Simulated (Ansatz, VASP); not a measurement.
This is a calculation of Cd for VASP 6.6.1.

The input POSCAR:

```
Cd
1.0
   -1.7843220000      1.7843220000      1.7843220000
    1.7843220000     -1.7843220000      1.7843220000
    1.7843220000      1.7843220000     -1.7843220000
Cd
1
Direct
    0.0000000000      0.0000000000      0.0000000000
```

Contents of INCAR.step1:

```
SYSTEM = Cd
  PREC = Accurate
  ENCUT = 400
  EDIFF = 1E-5
  ISMEAR = -1
  SIGMA = 0.1
  LREAL = .FALSE.
  LASPH = .TRUE.
  NELM = 120
  ALGO = Normal
  ISIF = 2
  LWAVE = .TRUE.
  NBANDS = 12
  GGA = PE
  GGA_COMPAT = .FALSE.
```

The input INCAR.step2:

```
SYSTEM = Cd
  PREC = Accurate
  ENCUT = 400
  EDIFF = 1E-6
  ISMEAR = -1
  SIGMA = 0.1
  LREAL = .FALSE.
  LASPH = .TRUE.
  NELM = 120
  ALGO = Normal
  ISIF = 2
  LWAVE = .FALSE.
  LCHARG = .TRUE.
  GGA = PE
  LHFCALC = .TRUE.
  AEXX = 0.25
  HFSCREEN = 0.3
  PRECFOCK = Normal
  LELF = .TRUE.
  LVHAR = .TRUE.
  NBANDS = 12
  ISTART = 1
  GGA_COMPAT = .FALSE.
```

The input KPOINTS:

```
Automatic mesh
0
G
  8 8 8
  0 0 0
```

Potentials or basis: VASP PAW PBE potentials, release 64 (Cd).

The run is started by

```console
$ cat potpaw_PBE.64/Cd/POTCAR > POTCAR
$ cp INCAR.step1 INCAR
$ mpirun -np 1 vasp_std > vasp.out
$ cp INCAR.step2 INCAR
$ mpirun -np 1 vasp_std > vasp.out
```

**Question.** Translate it to Ansatz 0.2.0. Potentials there: Ansatz PAW earlier set.

**Answer.** As run (the cutoff follows the program's own potentials):

File input.yaml:

```yaml
crystal:
  lattice: { a: 3.568644, b: 3.568644, c: 3.568644, alpha: 90.0, beta: 90.0, gamma: 90.0 }
  space_group: 229
  reduce_to_primitive: true
  atoms:
    - { symbol: Cd, wyckoff: "2a", position: [0.0, 0.0, 0.0] }
hamiltonian:
  xc: { exchange: pbe, correlation: pbe, exx: { coeff: 0.25, omega: 0.3 } }
  pseudopotentials: { kind: paw, level: accurate }
kpoints:
  mp_grid: { grid: [8, 8, 8] }
scf:
  occupations: { method: fermi_dirac, width: 0.1 }
output:
  forces: true
  stress: true
  eigenvalues: true
```

Potentials or basis: Ansatz PAW earlier set.

Command:

```console
$ ansatz run input.yaml --threads 1 --pin off --max-ram 2560MiB --backend cpu --events-out ev --progress --plain --runs-dir out
```

Both were run:

|  | VASP | Ansatz | Ansatz less VASP |
| --- | --- | --- | --- |
| gap on the k mesh at the Fermi level (eV) | none | none | - |
| pressure (GPa) | -1.3 | -0.1 | +1.27 |

VASP's potentials were made for PBE, not for PBE-based screened hybrid. A gap of «none» marks a metal or a gap that the smearing closes. With one functional, cell and mesh, what is left measures potentials, basis and numerics. VASP's potentials hold 12 valence electrons a cell and Ansatz's 20, so a difference there can come from the potentials and not from the codes.
